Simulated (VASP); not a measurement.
# ZnO (P4_2/mnm) in VASP: single point with PBEsol

Aim: the single point of ZnO with PBEsol.

Everything below comes from runs of VASP 6.6.1. Logs are shortened: lines on timing, memory, paths and dates and some standing lists are left out, and cuts for length are marked.

## Step 1: The cell of the first run

The structure is tetragonal, space group P4_2/mnm (No. 136). The conventional cell has a = 5.518 Å, b = 5.518 Å, c = 3.259 Å, α = 90.00°, β = 90.00°, γ = 90.00°. Within 2.6 Å of Zn (site symmetry m2m) lie 4 O at 1.94 to 2.01 Å. O (site symmetry m2m) has 4 Zn at 1.94 to 2.01 Å within 2.6 Å.

## Step 2: Single point, PBEsol

Contents of INCAR:

```
PREC = Accurate ; ENCUT = 520
EDIFF = 1E-6 ; ISMEAR = 0
SIGMA = 0.1 ; LREAL = Auto
LASPH = T ; NELM = 60
ALGO = Normal ; ISIF = 2
LWAVE = F ; LCHARG = T
GGA = PS ; LELF = T
LVHAR = T ; ISYM = 0
NBANDS = 86
```

Contents of KPOINTS:

```
Automatic mesh
0
Gamma
  2 2 2
  0.5 0.5 0.5
```

Contents of POSCAR:

```
ZnO
1.0
    0.0000000000      5.5175700700     -3.2587787700
    0.0000000000     -5.5175700700     -3.2587787700
   -5.5175700700      0.0000000000      3.2587787700
Zn O
8 8
Direct
    0.2500000000      0.0680271600      0.8180271600
    0.7500000000      0.5680271600      0.8180271600
    0.2500000000      0.4319728400      0.1819728400
    0.7500000000      0.9319728400      0.1819728400
    0.3180271600      0.0000000000      0.3180271600
    0.8180271600      0.5000000000      0.3180271600
    0.6819728400      0.0000000000      0.6819728400
    0.1819728400      0.5000000000      0.6819728400
    0.9327527700      0.7500000000      0.1827527700
    0.4327527700      0.2500000000      0.1827527700
    0.5672472300      0.7500000000      0.8172472300
    0.0672472300      0.2500000000      0.8172472300
    0.5000000000      0.8172472300      0.3172472300
    0.0000000000      0.3172472300      0.3172472300
    0.5000000000      0.1827527700      0.6827527700
    0.0000000000      0.6827527700      0.6827527700
```

Potentials or basis: VASP PAW PBE potentials, release 64 (Zn, O).

On the command line:

```sh
cat potpaw_PBE.64/Zn/POTCAR potpaw_PBE.64/O/POTCAR > POTCAR
mpirun -np 1 vasp_std > vasp.out
```

OUTCAR:

```text
PREC = Accurate
   ENCUT = 520
   EDIFF = 1E-6
   ISMEAR = 0
   LREAL = Auto
   LASPH = T
   NELM = 60
   ISIF = 2
   GGA = PS
   ISYM = 0

 ion  position               nearest neighbor table
   1  0.250  0.068  0.818-  15 1.94  16 1.94  10 2.01  12 2.01   3 2.84
   2  0.750  0.568  0.818-  15 1.94  16 1.94   9 2.01  11 2.01   4 2.84
   3  0.250  0.432  0.182-  13 1.94  14 1.94  12 2.01  10 2.01   1 2.84
   4  0.750  0.932  0.182-  13 1.94  14 1.94  11 2.01   9 2.01   2 2.84
   5  0.318  0.000  0.318-   9 1.94  10 1.94  15 2.01  13 2.01   7 2.84
   6  0.818  0.500  0.318-   9 1.94  10 1.94  16 2.01  14 2.01   8 2.84
   7  0.682  0.000  0.682-  11 1.94  12 1.94  13 2.01  15 2.01   5 2.84
   8  0.182  0.500  0.682-  11 1.94  12 1.94  14 2.01  16 2.01   6 2.84
   9  0.933  0.750  0.183-   5 1.94   6 1.94   2 2.01   4 2.01
  10  0.433  0.250  0.183-   5 1.94   6 1.94   1 2.01   3 2.01
  11  0.567  0.750  0.817-   7 1.94   8 1.94   4 2.01   2 2.01
  12  0.067  0.250  0.817-   7 1.94   8 1.94   3 2.01   1 2.01
  13  0.500  0.817  0.317-   3 1.94   4 1.94   7 2.01   5 2.01
  14  0.000  0.317  0.317-   3 1.94   4 1.94   8 2.01   6 2.01
  15  0.500  0.183  0.683-   1 1.94   2 1.94   5 2.01   7 2.01
  16  0.000  0.683  0.683-   1 1.94   2 1.94   6 2.01   8 2.01

IMPORTANT INFORMATION: All symmetrisations will be switched off!
NOSYMM: (Re-)initialisation of all symmetry stuff for point group C_1.

----------------------------------------------------------------------------------------

                                     Primitive cell

  volume of cell :     198.4178

  direct lattice vectors                    reciprocal lattice vectors
     0.000000000  5.517570070 -3.258778770    -0.090619601  0.090619601 -0.153431710
     0.000000000 -5.517570070 -3.258778770    -0.090619601 -0.090619601 -0.153431710
    -5.517570070  0.000000000  3.258778770    -0.181239203  0.000000000  0.000000000

  length of vectors
     6.408058875  6.408058875  6.408058875     0.199912766  0.199912766  0.181239203

  position of ions in fractional coordinates (direct lattice)
     0.250000000  0.068027160  0.818027160
     0.750000000  0.568027160  0.818027160
     0.250000000  0.431972840  0.181972840
     0.750000000  0.931972840  0.181972840
     0.318027160  0.000000000  0.318027160
     0.818027160  0.500000000  0.318027160
[... 8 lines left out ...]
     0.500000000  0.182752770  0.682752770
     0.000000000  0.682752770  0.682752770

  ion indices of the primitive-cell ions
   primitive index   ion index
                 1           1
                 2           2
                 3           3
                 4           4
                 5           5
                 6           6
[... 8 lines left out ...]
                15          15
                16          16

----------------------------------------------------------------------------------------

 KPOINTS: Automatic mesh

Automatic generation of k-mesh.
 Grid dimensions read from file:
 generate k-points for:    2    2    2

 Generating k-lattice:

  Cartesian coordinates                     Fractional coordinates (reciprocal lattice)
    -0.045309801  0.045309801 -0.076715855     0.500000000  0.000000000  0.000000000
    -0.045309801 -0.045309801 -0.076715855     0.000000000  0.500000000  0.000000000
    -0.090619601  0.000000000  0.000000000     0.000000000  0.000000000  0.500000000

  Length of vectors
     0.099956383  0.099956383  0.090619601

  Shift w.r.t. Gamma in fractional coordinates (k-lattice)
     0.500000000  0.500000000  0.500000000

 Subroutine IBZKPT returns following result:
 ===========================================

 Found      4 irreducible k-points:

 Following reciprocal coordinates:
            Coordinates               Weight
  0.250000  0.250000  0.250000      2.000000
 -0.250000  0.250000  0.250000      2.000000
  0.250000 -0.250000  0.250000      2.000000
 -0.250000 -0.250000  0.250000      2.000000
   k-points           NKPTS =      4   k-points in BZ     NKDIM =      4   number of bands    NBANDS=     86
   number of dos      NEDOS =    301   number of ions     NIONS =     16
   total plane-waves  NPLWV = 110592
   dimension x,y,z NGX =    48 NGY =   48 NGZ =   48
   dimension x,y,z NGXF=    96 NGYF=   96 NGZF=   96
   ions per type =               8   8
   NGX,Y,Z   is equivalent  to a cutoff of  12.45, 12.45, 12.45 a.u.
   NGXF,Y,Z  is equivalent  to a cutoff of  24.91, 24.91, 24.91 a.u.
 SYSTEM =  unknown system
   PREC   = accura    normal or accurate (medium, high low for compatibility)
   ISTART =      0    job   : 0-new  1-cont  2-samecut
   ICHARG =      2    charge: 1-file 2-atom 10-const
   ISPIN  =      1    spin polarized calculation?
   LNONCOLLINEAR =      F non collinear calculations
   LSORBIT =      F    spin-orbit coupling
   LASPH  =      T    aspherical Exc in radial PAW
   ENCUT  =  520.0 eV  38.22 Ry    6.18 a.u.  11.91 11.91 11.91*2*pi/ulx,y,z
   NELM   =     60;   NELMIN=  2; NELMDL= -5     # of ELM steps
   EDIFF  = 0.1E-05   stopping-criterion for ELM
   LREAL  =      T    real-space projection
   EDIFFG = 0.1E-04   stopping-criterion for IOM
   NSW    =      0    number of steps for IOM
   IBRION =     -1    ionic relax: 0-MD 1-quasi-New 2-CG
   NFREE  =      0    steps in history (QN), initial steepest desc. (CG)
   ISIF   =      2    stress and relaxation
   ISYM   =      0    0-nonsym 1-usesym 2-fastsym
   POTIM  = 0.5000    time-step for ionic-motion
   TEBEG  =    0.0;   TEEND  =   0.0 temperature during run
   PSTRESS=    0.0 pullay stress
   NELECT =     144.0000    total number of electrons
   NUPDOWN=      -1.0000    fix difference up-down
   EMIN   =  10.00;   EMAX   =-10.00  energy-range for DOS
   EFERMI =   0.00;   METHOD = LEGACY
   ISMEAR =     0;   SIGMA  =   0.10  broadening in eV -4-tet -1-fermi 0-gaus
   EFERMI_NEDOS =   21; number of points for ismear=-14 and -15
   IALGO  =     38    algorithm
   IMIX   =      4    mixing-type and parameters
     AMIX     =   0.40;   BMIX     =  1.00
     AMIX_MAG =   1.60;   BMIX_MAG =  1.00
  volume/ion in A,a.u.               =      12.40        83.69
  Fermi-wavevector in a.u.,A,eV,Ry     =   1.471190  2.780146 29.448455  2.164400
  Thomas-Fermi vector in A             =   2.586356
   LORBIT       =      0    0 simple, 1 ext, 2 COOP (PROOUT), +10 PAW based schemes
   GGA     = PS    functional components
   LHFCALC =     F    Hartree Fock is set to
   AEXX    =    0.0000 exact exchange contribution
   IVDW    =     0    specifies the selected vdW correction
   LEPSILON=     F    determine dielectric tensor
   LRPA    =     F    only Hartree local field effects (RPA)
 non-spin polarized calculation
 Gauss-broadening in eV      SIGMA  =   0.10
  energy-cutoff  :      520.00
  volume of cell :      198.42
 maximum number of plane-waves:      5360
   NGX = 23   NGY = 23   NGZ = 23

 number of electron     144.0000052 magnetization

 Free energy of the ion-electron system (eV)
  ---------------------------------------------------
  ext. energy  EPLUGINS =         0.00000000
  ---------------------------------------------------
  free energy    TOTEN  =       -77.17196275 eV

  energy without entropy =      -77.17196275  energy(sigma->0) =      -77.17196275

 E-fermi :   1.0681     XC(G=0): -10.8945

 val. band max:        0.5858166710   @ k =  -0.2500   0.2500   0.2500
 cond. band min:       3.1140020132   @ k =   0.2500  -0.2500   0.2500
 fundamental gap:      2.5281853421
 Fermi energy:         1.0680819686

 k-point     1 :       0.2500    0.2500    0.2500
  band No.  band energies     occupation
      1     -16.7526      2.00000
      2     -16.7526      2.00000
      3     -16.7526      2.00000
      4     -16.7526      2.00000
      5     -16.3320      2.00000
      6     -16.3319      2.00000
[... 76 lines left out ...]
     83       8.8621      0.00000
     84       8.8621      0.00000

 k-point     2 :      -0.2500    0.2500    0.2500
  band No.  band energies     occupation
      1     -17.0622      2.00000
      2     -16.6798      2.00000
      3     -16.5622      2.00000
      4     -16.5616      2.00000
      5     -16.5109      2.00000
      6     -16.3755      2.00000
[... 76 lines left out ...]
     83       8.7527      0.00000
     84       9.2608      0.00000

 k-point     3 :       0.2500   -0.2500    0.2500
  band No.  band energies     occupation
      1     -17.0622      2.00000
      2     -16.6798      2.00000
      3     -16.5622      2.00000
      4     -16.5616      2.00000
      5     -16.5109      2.00000
      6     -16.3755      2.00000
[... 76 lines left out ...]
     83       8.7527      0.00000
     84       9.2608      0.00000

 k-point     4 :      -0.2500   -0.2500    0.2500
  band No.  band energies     occupation
      1     -16.9959      2.00000
      2     -16.6702      2.00000
      3     -16.6702      2.00000
      4     -16.4127      2.00000
      5     -16.4127      2.00000
      6     -16.4055      2.00000
[... 76 lines left out ...]
     83       8.9910      0.00000
     84       9.3500      0.00000
 [bands above 84 left out]

------------------------ aborting loop because EDIFF is reached ----------------------------------------

  FORCE on cell =-STRESS in cart. coord.  units (eV):
  Direction    XX          YY          ZZ          XY          YZ          ZX
  --------------------------------------------------------------------------------------
  -------------------------------------------------------------------------------------
  Total       -0.0039294     -0.0034011     -0.0595661     -0.0000091     -0.0000686     -0.0002989
  in kB       -0.0317288     -0.0274631     -0.4809821     -0.0000737     -0.0005539     -0.0024138
  external PRESSURE =      -0.1800580 kB  Pullay stress =       0.0000000 kB

 VOLUME and BASIS-vectors are now :
 -----------------------------------------------------------------------------
  energy-cutoff  :      520.00
  volume of cell :      198.42
      direct lattice vectors                 reciprocal lattice vectors
     0.000000000  5.517570070 -3.258778770    -0.090619601  0.090619601 -0.153431710
     0.000000000 -5.517570070 -3.258778770    -0.090619601 -0.090619601 -0.153431710
    -5.517570070  0.000000000  3.258778770    -0.181239203  0.000000000  0.000000000

 POSITION                                       TOTAL-FORCE (eV/Angst)
 -----------------------------------------------------------------------------------
     -4.51352      1.00405      1.62939         0.000942      0.000946     -0.000000
     -4.51352      1.00405     -1.62939         0.000955      0.000947     -0.000003
     -1.00405     -1.00405     -1.62939        -0.000943     -0.000952      0.000007
     -1.00405     -1.00405     -4.88817        -0.000945     -0.000968     -0.000004
     -1.75474      1.75474      0.00000         0.000949     -0.000955     -0.000015
     -1.75474      1.75474     -3.25878         0.000945     -0.000945      0.000010
[... 8 lines left out ...]
     -3.76714      1.75043     -0.00000         0.001306      0.001265     -0.000055
     -3.76714     -3.76714      0.00000         0.001311      0.001270      0.000061
 -----------------------------------------------------------------------------------
    total drift:                                0.000052     -0.000032     -0.000002

  FREE ENERGIE OF THE ION-ELECTRON SYSTEM (eV)
  ---------------------------------------------------
  free  energy   TOTEN  =       -77.1719627524 eV

  energy  without entropy=      -77.1719627524  energy(sigma->0) =      -77.17196275
```

Wall time 3.4 min (1 thread of AMD EPYC 9R45 (Zen 5), shared host); peak memory 0.3 GiB.

Results:

```
Free energy            : -77.1720 eV
Pressure               : 0.0 GPa
Band gap on the k mesh : 2.53 eV
```

Forces in eV/Å, atoms in the order of the input:
```
Zn   0.001  0.001  0.000
Zn   0.001  0.001  0.000
Zn  -0.001 -0.001  0.000
Zn  -0.001 -0.001  0.000
Zn   0.001 -0.001  0.000
Zn   0.001 -0.001  0.000
Zn  -0.001  0.001  0.000
Zn  -0.001  0.001  0.000
O    0.001 -0.001  0.000
O    0.001 -0.001  0.000
O   -0.001  0.001  0.000
O   -0.001  0.001  0.000
O   -0.001 -0.001  0.000
O   -0.001 -0.001  0.000
O    0.001  0.001  0.000
O    0.001  0.001  0.000
```

Caveat: the k points lie up to 0.63 Å⁻¹ apart; the PAW data sets were made with another functional, which shifts forces and pressure a little. A k mesh can miss the band edges.
